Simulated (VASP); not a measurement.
A run of VASP 6.6.1 is set up as follows.

Contents of INCAR:

```
  ALGO = Normal
  EDIFF = 1E-6
  EDIFFG = -0.005
  ENCUT = 600
  GGA = CA
  IBRION = 2
  ISIF = 3
  ISMEAR = -1
  LASPH = True
  LCHARG = False
  LREAL = False
  LWAVE = False
  NELM = 100
  NSW = 60
  PREC = Accurate
  PSTRESS = 120.0
  SIGMA = 0.1
```

KPOINTS

```
k-points
0
Gamma
  16 16 16
```

Contents of POSCAR:

```
Mg
1.0
   -1.6393868251      1.6393868251      1.6393868251
    1.6393868251     -1.6393868251      1.6393868251
    1.6393868251      1.6393868251     -1.6393868251
Mg
1
Direct
    0.0000000000      0.0000000000      0.0000000000
```

Potentials or basis: VASP PAW LDA potentials, release 64 (Mg).

Launch:

```sh
$ cat potpaw_LDA.64/Mg/POTCAR > POTCAR
$ mpirun -np 1 vasp_std > vasp.out
```

(1) Predict the space group after relaxing (to 0.1 Å).

(2) Estimate the band gap on the k mesh.

(3) What does it give for the relaxed cell?

(4) Predict the relaxed volume.

Answers

(1) Im-3m (No. 229).

(2) zero (bands 1 and 2 overlap by 5.00 eV).

(3) a = 2.834 Å, b = 2.834 Å, c = 2.834 Å, α = 109.47°, β = 109.47°, γ = 109.47°.

(4) 17.52 Å³/atom.

Caveat: the cell is relaxed towards a set pressure, so the run minimises the enthalpy, not the energy.
